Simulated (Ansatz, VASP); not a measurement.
Two plane-wave programs on W

Contents of INCAR:

```
SYSTEM = W
PREC = Accurate
ENCUT = 520
EDIFF = 1E-7
ISMEAR = -1
SIGMA = 0.1
LREAL = .FALSE.
LASPH = .TRUE.
NELM = 80
ALGO = Normal
ISIF = 2
LWAVE = .FALSE.
LCHARG = .TRUE.
GGA = B5
ALDAX = 1.0
AGGAX = 1.0
AGGAC = 1.0
ALDAC = 0.0
LELF = .TRUE.
LVHAR = .TRUE.
NBANDS = 36
```

Contents of KPOINTS:

```
Automatic mesh
0
G
  14 14 4
  0 0 0
```

File POSCAR:

```
W
1.0
    2.8488559992      0.0000000000      0.0000000000
   -1.4244279996      2.4671816671      0.0000000000
    0.0000000000      0.0000000000     10.1143004626
W
4
Direct
    1.0000000000      0.0000000000      0.0000000000
    1.0000000000      0.0000000000      0.5000000000
    0.3333333333      0.6666666667      0.2500000000
    0.6666666667      0.3333333333      0.7500000000
```

Input for Ansatz:

```yaml
crystal:
  lattice:
    - [2.8488559992, 0.0, 0.0]
    - [-1.4244279996, 2.4671816671, 0.0]
    - [0.0, 0.0, 10.1143004626]
  atoms:
    - { symbol: W, position: [1.0, 0.0, 0.0] }
    - { symbol: W, position: [1.0, 0.0, 0.5] }
    - { symbol: W, position: [0.3333333333, 0.6666666667, 0.25] }
    - { symbol: W, position: [0.6666666667, 0.3333333333, 0.75] }
hamiltonian:
  xc: blyp
  pseudopotentials:
    kind: paw
    azcp:
      W: "pseudopotentials/W.paw.azcp"
basis:
  ecutwfc: 420
  fft_grid_basis: typed
kpoints:
  mp_grid: { grid: [14, 14, 4], shift: [0, 0, 0] }
magnetization:
  spin_polarized: false
scf:
  occupations: { method: fermi_dirac, width: 0.1 }
  lower_state_search: "off"
output:
  stress: true
```

Alike in both runs: task single point; functional BLYP; k mesh 14 × 14 × 4; occupations fermi-dirac, width 0.1 eV; no spin polarisation.

|  | VASP | Ansatz |
| --- | --- | --- |
| version | VASP 6.6.1 | Ansatz 0.2.0 |
| potentials or method | VASP PAW PBE potentials, release 64 (W_sv), cutoff 520 eV | plane waves (420 eV) with PAW, scalar-relativistic |
| valence electrons in the cell | 56 | 56 |

|  | VASP | Ansatz | Ansatz less VASP |
| --- | --- | --- | --- |
| pressure (GPa) | -8.1 | -9.3 | -1.20 |
| traceless stress, the component that is largest in VASP (GPa) | 0.81 | 1.07 | +0.257 |

VASP's potentials were made for PBE, not for BLYP. With one functional, cell and mesh, what is left measures potentials, basis and numerics.

Neither program's run includes spin-orbit coupling.
